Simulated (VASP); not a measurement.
# ZnSe (rocksalt type) (Fm-3m) in VASP: notebook

The runs below take ZnSe (rocksalt type) through single point, with PBE.

Everything below comes from runs of VASP 6.6.1. Logs are shortened: lines on timing, memory, paths and dates and some standing lists are left out, and cuts for length are marked.

**1. The cell of the first run**

Symmetry: Fm-3m, No. 225, cubic system. The conventional cell has a = 5.144 Å, b = 5.144 Å, c = 5.144 Å, α = 90.00°, β = 90.00°, γ = 90.00°. Within 3.4 Å of Zn (site symmetry m-3m) lie 6 Se at 2.57 Å. Within 3.4 Å of Se (site symmetry m-3m) lie 6 Zn at 2.57 Å.

**2. Single point, PBE (volume scaled by 0.88)**

INCAR

```
SYSTEM = ZnSe
PREC = Accurate
ENCUT = 520
EDIFF = 1E-6
ISMEAR = -1
SIGMA = 0.1
LREAL = .False.
LASPH = .True.
NELM = 80
ALGO = Normal
ISIF = 2
LWAVE = .False.
LCHARG = .True.
GGA = PE
LELF = .True.
LVHAR = .True.
NBANDS = 16
```

KPOINTS

```
Automatic mesh
0
Gamma
  13 13 13
  0 0 0
```

POSCAR

```
ZnSe
1.0
    0.0000000000      2.5718175843      2.5718175843
    2.5718175843      0.0000000000      2.5718175843
    2.5718175843      2.5718175843      0.0000000000
Zn Se
1 1
Direct
    0.0000000000      0.0000000000      0.0000000000
    0.5000000000      0.5000000000      0.5000000000
```

Potentials or basis: VASP PAW PBE potentials, release 64 (Zn, Se).

Started as:

```console
cat potpaw_PBE.64/Zn/POTCAR potpaw_PBE.64/Se/POTCAR > POTCAR
mpirun -np 1 vasp_std > vasp.out
```

OUTCAR:

```text
SYSTEM = ZnSe
   PREC = Accurate
   ENCUT = 520
   EDIFF = 1E-6
   ISMEAR = -1
   LREAL = .False.
   LASPH = .True.
   NELM = 80
   ISIF = 2
   GGA = PE

 ion  position               nearest neighbor table
   1  0.000  0.000  0.000-   2 2.57   2 2.57   2 2.57   2 2.57   2 2.57   2 2.57
   2  0.500  0.500  0.500-   1 2.57   1 2.57   1 2.57   1 2.57   1 2.57   1 2.57

  LATTYP: Found a face centered cubic cell.
 ALAT       =     5.1436351686

  Lattice vectors:

 A1 = (   0.0000000000,   2.5718175843,   2.5718175843)
 A2 = (   2.5718175843,   0.0000000000,   2.5718175843)
 A3 = (   2.5718175843,   2.5718175843,   0.0000000000)

Analysis of symmetry for initial positions (statically):
=====================================================================
 Subroutine PRICEL returns:
 Original cell was already a primitive cell.

 Routine SETGRP: Setting up the symmetry group for a
 face centered cubic supercell.

 Subroutine GETGRP returns: Found 48 space group operations
 (whereof 48 operations were pure point group operations)
 out of a pool of 48 trial point group operations.

The static configuration has the point symmetry O_h .

Analysis of symmetry for dynamics (positions and initial velocities):
=====================================================================
 Subroutine PRICEL returns:
 Original cell was already a primitive cell.

 Routine SETGRP: Setting up the symmetry group for a
 face centered cubic supercell.

 Subroutine GETGRP returns: Found 48 space group operations
 (whereof 48 operations were pure point group operations)
 out of a pool of 48 trial point group operations.

The dynamic configuration has the point symmetry O_h .

 Subroutine INISYM returns: Found 48 space group operations
 (whereof 48 operations are pure point group operations),
 and found     1 'primitive' translations

----------------------------------------------------------------------------------------

                                     Primitive cell

  volume of cell :      34.0213

  direct lattice vectors                    reciprocal lattice vectors
     0.000000000  2.571817584  2.571817584    -0.194415033  0.194415033  0.194415033
     2.571817584  0.000000000  2.571817584     0.194415033 -0.194415033  0.194415033
     2.571817584  2.571817584  0.000000000     0.194415033  0.194415033 -0.194415033

  length of vectors
     3.637099308  3.637099308  3.637099308     0.336736715  0.336736715  0.336736715

  position of ions in fractional coordinates (direct lattice)
     0.000000000  0.000000000  0.000000000
     0.500000000  0.500000000  0.500000000

  ion indices of the primitive-cell ions
   primitive index   ion index
                 1           1
                 2           2

----------------------------------------------------------------------------------------

 KPOINTS: Automatic mesh

Automatic generation of k-mesh.
 Grid dimensions read from file:
 generate k-points for:   13   13   13

 Generating k-lattice:

  Cartesian coordinates                     Fractional coordinates (reciprocal lattice)
    -0.014955003  0.014955003  0.014955003     0.076923077  0.000000000  0.000000000
     0.014955003 -0.014955003  0.014955003     0.000000000  0.076923077  0.000000000
     0.014955003  0.014955003 -0.014955003     0.000000000  0.000000000  0.076923077

  Length of vectors
     0.025902824  0.025902824  0.025902824

  Shift w.r.t. Gamma in fractional coordinates (k-lattice)
     0.000000000  0.000000000  0.000000000

 Subroutine IBZKPT returns following result:
 ===========================================

 Found     84 irreducible k-points:

 Following reciprocal coordinates:
            Coordinates               Weight
  0.000000  0.000000  0.000000      1.000000
  0.076923  0.000000  0.000000      8.000000
  0.153846  0.000000  0.000000      8.000000
  0.230769  0.000000  0.000000      8.000000
  0.307692  0.000000  0.000000      8.000000
  0.384615  0.000000  0.000000      8.000000
[... 16 lines left out ...]
  0.384615  0.153846  0.000000     24.000000
  0.461538  0.153846  0.000000     24.000000
 [... further k-points ...]
   k-points           NKPTS =     84   k-points in BZ     NKDIM =     84   number of bands    NBANDS=     16
   number of dos      NEDOS =    301   number of ions     NIONS =      2
   total plane-waves  NPLWV =  21952
   dimension x,y,z NGX =    28 NGY =   28 NGZ =   28
   dimension x,y,z NGXF=    56 NGYF=   56 NGZF=   56
   ions per type =               1   1
   NGX,Y,Z   is equivalent  to a cutoff of  12.80, 12.80, 12.80 a.u.
   NGXF,Y,Z  is equivalent  to a cutoff of  25.60, 25.60, 25.60 a.u.
 SYSTEM =  ZnSe
   PREC   = accura    normal or accurate (medium, high low for compatibility)
   ISTART =      0    job   : 0-new  1-cont  2-samecut
   ICHARG =      2    charge: 1-file 2-atom 10-const
   ISPIN  =      1    spin polarized calculation?
   LNONCOLLINEAR =      F non collinear calculations
   LSORBIT =      F    spin-orbit coupling
   LASPH  =      T    aspherical Exc in radial PAW
   ENCUT  =  520.0 eV  38.22 Ry    6.18 a.u.   6.76  6.76  6.76*2*pi/ulx,y,z
   NELM   =     80;   NELMIN=  2; NELMDL= -5     # of ELM steps
   EDIFF  = 0.1E-05   stopping-criterion for ELM
   LREAL  =      F    real-space projection
   EDIFFG = 0.1E-04   stopping-criterion for IOM
   NSW    =      0    number of steps for IOM
   IBRION =     -1    ionic relax: 0-MD 1-quasi-New 2-CG
   NFREE  =      0    steps in history (QN), initial steepest desc. (CG)
   ISIF   =      2    stress and relaxation
   ISYM   =      2    0-nonsym 1-usesym 2-fastsym
   POTIM  = 0.5000    time-step for ionic-motion
   TEBEG  =    0.0;   TEEND  =   0.0 temperature during run
   PSTRESS=    0.0 pullay stress
   NELECT =      18.0000    total number of electrons
   NUPDOWN=      -1.0000    fix difference up-down
   EMIN   =  10.00;   EMAX   =-10.00  energy-range for DOS
   EFERMI =   0.00;   METHOD = LEGACY
   ISMEAR =    -1;   SIGMA  =   0.10  broadening in eV -4-tet -1-fermi 0-gaus
   EFERMI_NEDOS =   21; number of points for ismear=-14 and -15
   IALGO  =     38    algorithm
   IMIX   =      4    mixing-type and parameters
     AMIX     =   0.40;   BMIX     =  1.00
     AMIX_MAG =   1.60;   BMIX_MAG =  1.00
  volume/ion in A,a.u.               =      17.01       114.79
  Fermi-wavevector in a.u.,A,eV,Ry     =   1.324084  2.502156 23.853709  1.753198
  Thomas-Fermi vector in A             =   2.453645
   LORBIT       =      0    0 simple, 1 ext, 2 COOP (PROOUT), +10 PAW based schemes
   GGA     = PE    functional components
   LHFCALC =     F    Hartree Fock is set to
   AEXX    =    0.0000 exact exchange contribution
   IVDW    =     0    specifies the selected vdW correction
   LEPSILON=     F    determine dielectric tensor
   LRPA    =     F    only Hartree local field effects (RPA)
 non-spin polarized calculation
  energy-cutoff  :      520.00
  volume of cell :       34.02
 maximum number of plane-waves:       941
   NGX = 13   NGY = 13   NGZ = 13

 number of electron      17.9999993 magnetization

 Free energy of the ion-electron system (eV)
  ---------------------------------------------------
  ext. energy  EPLUGINS =         0.00000000
  ---------------------------------------------------
  free energy    TOTEN  =        -5.26305862 eV

  energy without entropy =       -5.24719274  energy(sigma->0) =       -5.25512568

 E-fermi :   4.4216     XC(G=0): -11.0338

 val. band max:        4.3877145056   @ k =  -0.3077   0.0769   0.0000
 cond. band min:       4.4288103775   @ k =  -0.1538   0.1538   0.0000
 fundamental gap:      0.0410958718
 Fermi energy:         4.4215700931

 k-point     1 :       0.0000    0.0000    0.0000
  band No.  band energies     occupation
      1     -10.3953      2.00000
      2      -2.5067      2.00000
      3      -2.5067      2.00000
      4      -2.4867      2.00000
      5      -2.4867      2.00000
      6      -2.4867      2.00000
[... 8 lines left out ...]
     15      14.8534      0.00000
     16      14.8534      0.00000

 k-point     2 :       0.0769    0.0000    0.0000
  band No.  band energies     occupation
      1     -10.3226      2.00000
      2      -2.5253      2.00000
      3      -2.5253      2.00000
      4      -2.4957      2.00000
      5      -2.4796      2.00000
      6      -2.4796      2.00000
[... 8 lines left out ...]
     15      14.1387      0.00000
     16      14.7527      0.00000

 k-point     3 :       0.1538    0.0000    0.0000
  band No.  band energies     occupation
      1     -10.1100      2.00000
      2      -2.5801      2.00000
      3      -2.5801      2.00000
      4      -2.5280      2.00000
      5      -2.4556      2.00000
      6      -2.4556      2.00000
[... 8 lines left out ...]
     15      14.0724      0.00000
     16      14.4369      0.00000

 k-point     4 :       0.2308    0.0000    0.0000
  band No.  band energies     occupation
      1      -9.7757      2.00000
      2      -2.6567      2.00000
      3      -2.6567      2.00000
      4      -2.6050      2.00000
      5      -2.4207      2.00000
      6      -2.4207      2.00000
[... 8 lines left out ...]
     15      14.8266      0.00000
     16      14.8266      0.00000
[... 324 lines left out ...]
 k-point    22 :       0.3077    0.1538    0.0000
  band No.  band energies     occupation
      1      -9.4411      2.00000
      2      -2.8525      2.00000
      3      -2.5870      2.00000
      4      -2.5858      2.00000
      5      -2.4173      2.00000
      6      -2.3788      2.00000
[... 8 lines left out ...]
     15      17.0654      0.00000
     16      17.2344      0.00000

 k-point    23 :       0.3846    0.1538    0.0000
  band No.  band energies     occupation
      1      -9.0507      2.00000
      2      -2.9504      2.00000
      3      -2.6657      2.00000
      4      -2.6643      2.00000
      5      -2.3841      2.00000
      6      -2.3439      2.00000
[... 8 lines left out ...]
     15      17.9277      0.00000
     16      18.3978      0.00000

 k-point    24 :       0.4615    0.1538    0.0000
  band No.  band energies     occupation
      1      -8.7022      2.00000
      2      -3.0989      2.00000
      3      -2.7496      2.00000
      4      -2.7362      2.00000
      5      -2.3518      2.00000
      6      -2.3256      2.00000
[... 8 lines left out ...]
     15      19.0873      0.00000
     16      19.4519      0.00000

 [... further k-points ...]
[... 5 lines left out ...]
  --------------------------------------------------------------------------------------
  -------------------------------------------------------------------------------------
  Total        2.6494786      2.6494786      2.6494786      0.0000000      0.0000000     -0.0000000
  in kB      124.7729729    124.7729729    124.7729729      0.0000000      0.0000000     -0.0000000
  external PRESSURE =     124.7729729 kB  Pullay stress =       0.0000000 kB

 VOLUME and BASIS-vectors are now :
 -----------------------------------------------------------------------------
  energy-cutoff  :      520.00
  volume of cell :       34.02
      direct lattice vectors                 reciprocal lattice vectors
     0.000000000  2.571817584  2.571817584    -0.194415033  0.194415033  0.194415033
     2.571817584  0.000000000  2.571817584     0.194415033 -0.194415033  0.194415033
     2.571817584  2.571817584  0.000000000     0.194415033  0.194415033 -0.194415033

 POSITION                                       TOTAL-FORCE (eV/Angst)
 -----------------------------------------------------------------------------------
      0.00000      0.00000      0.00000         0.000000      0.000000      0.000000
      2.57182      2.57182      2.57182        -0.000000     -0.000000     -0.000000
 -----------------------------------------------------------------------------------
    total drift:                               -0.000000      0.000000      0.000000

  FREE ENERGIE OF THE ION-ELECTRON SYSTEM (eV)
  ---------------------------------------------------
  free  energy   TOTEN  =        -5.2630586201 eV

  energy  without entropy=       -5.2471927391  energy(sigma->0) =       -5.25512568
```

Wall time 26 s (1 thread of Intel Xeon Platinum 8488C (Sapphire Rapids), shared host); peak memory 0.19 GiB.

What came out:

| Quantity | Value |
| --- | --- |
| Free energy | -5.2631 eV |
| Pressure | 12.5 GPa |
| Band gap on the k mesh | zero (band 9 reaches 4.45 eV, above the bottom of band 10 at 3.41 eV) |

Levels at points of the mesh, in eV from the Fermi level:
| k point | band 7 | band 8 | band 9 | band 10 | band 11 | band 12 |
| --- | --- | --- | --- | --- | --- | --- |
| (0.00, 0.00, 0.00) | -0.61 | -0.61 | -0.61 | 1.52 | 8.58 | 8.58 |

**3. Single point, PBE (volume scaled by 0.88)**

INCAR

```
PREC     = Accurate       # precision mode
ENCUT    = 520            # plane-wave cutoff, eV
EDIFF    = 1E-6           # SCF threshold, eV
ISMEAR   = -1             # smearing method
SIGMA    = 0.1            # smearing width, eV
LREAL    = F              # projectors in reciprocal space
LASPH    = T              # aspherical terms in the spheres
NELM     = 60             # most SCF steps
ALGO     = Normal         # electronic algorithm
ISIF     = 2              # what is computed and relaxed
LWAVE    = F              # write WAVECAR
LCHARG   = F              # write CHGCAR
GGA      = PE             # functional
NBANDS   = 16             # bands
```

KPOINTS

```
regular mesh
0
Gamma
  13 13 13
```

POSCAR is that of step 2.

Potentials or basis: VASP PAW PBE potentials, release 64 (Zn, Se).

Started as:

```console
cat potpaw_PBE.64/Zn/POTCAR potpaw_PBE.64/Se/POTCAR > POTCAR
mpirun -np 1 vasp_std > vasp.out
```

It took 25 s on 1 thread of Intel Xeon Platinum 8488C (Sapphire Rapids), shared host; peak memory 0.19 GiB.

The run converged. Its results:

| Item | Value |
| --- | --- |
| Free energy | -5.2631 eV |
| Pressure | 12.5 GPa |
| Band gap on the k mesh | zero (band 9 reaches 4.45 eV, above the bottom of band 10 at 3.41 eV) |

Levels at points of the mesh, in eV from the Fermi level:
```
           k point  band 7  band 8  band 9  band 10  band 11  band 12
(0.00, 0.00, 0.00)   -0.61   -0.61   -0.61     1.52     8.58     8.58
```

**4. Single point, PBE (volume scaled by 0.94)**

INCAR

```
SYSTEM = ZnSe
PREC = Accurate
ENCUT = 520
EDIFF = 1E-6
ISMEAR = -1
SIGMA = 0.1
LREAL = .False.
LASPH = .True.
NELM = 60
ALGO = Normal
ISIF = 2
LWAVE = .False.
LCHARG = .False.
GGA = PE
NBANDS = 16
```

KPOINTS

```
Automatic mesh
0
Gamma
  13 13 13
  0 0 0
```

POSCAR

```
ZnSe
1.0
    0.0000000000      2.6289877060      2.6289877060
    2.6289877060      0.0000000000      2.6289877060
    2.6289877060      2.6289877060      0.0000000000
Zn Se
1 1
Direct
    0.0000000000      0.0000000000      0.0000000000
    0.5000000000      0.5000000000      0.5000000000
```

Started as:

```console
cat potpaw_PBE.64/Zn/POTCAR potpaw_PBE.64/Se/POTCAR > POTCAR
mpirun -np 1 vasp_std > vasp.out
```

It took 27 s on 1 thread of Intel Xeon Platinum 8488C (Sapphire Rapids), shared host; peak memory 0.19 GiB.

The run converged. Its results:

```yaml
Free_energy: -5.3892 eV
Pressure: 5.3 GPa
Band_gap_on_the_k_mesh: zero (band 9 reaches 3.74 eV, above the bottom of band 10 at 2.75 eV)
```

Levels at points of the mesh, in eV from the Fermi level:
```csv
k point,band 5,band 6,band 7,band 8,band 9,band 10,band 11,band 12,band 13,band 14
"(0.00, 0.00, 0.00)",-6.72,-6.72,-0.54,-0.54,-0.54,1.06,8.58,8.58,8.58,10.10
```

**5. Single point, PBE (volume scaled by 0.94)**

INCAR

```
  PREC = Accurate
  ENCUT = 520
  EDIFF = 1E-6
  ISMEAR = -1
  SIGMA = 0.1
  LREAL = F
  LASPH = T
  NELM = 60
  ALGO = Normal
  ISIF = 2
  LWAVE = F
  LCHARG = F
  GGA = PE
  NBANDS = 16
```

KPOINTS

```
regular mesh
0
Gamma
  13 13 13
```

POSCAR is that of step 4.

Started as:

```console
cat potpaw_PBE.64/Zn/POTCAR potpaw_PBE.64/Se/POTCAR > POTCAR
mpirun -np 1 vasp_std > vasp.out
```

It took 35 s on 1 thread of Intel Xeon Platinum 8488C (Sapphire Rapids), shared host; peak memory 0.19 GiB.

Results (log left out):

- Free energy: -5.3892 eV
- Pressure: 5.3 GPa
- Band gap on the k mesh: zero (band 9 reaches 3.74 eV, above the bottom of band 10 at 2.75 eV)

Levels at points of the mesh, in eV from the Fermi level:
```
           k point  band 6  band 7  band 8  band 9  band 10  band 11  band 12  band 13
(0.00, 0.00, 0.00)   -6.72   -0.54   -0.54   -0.54     1.06     8.58     8.58     8.58
```

(Part 1 of 2 ends here.)
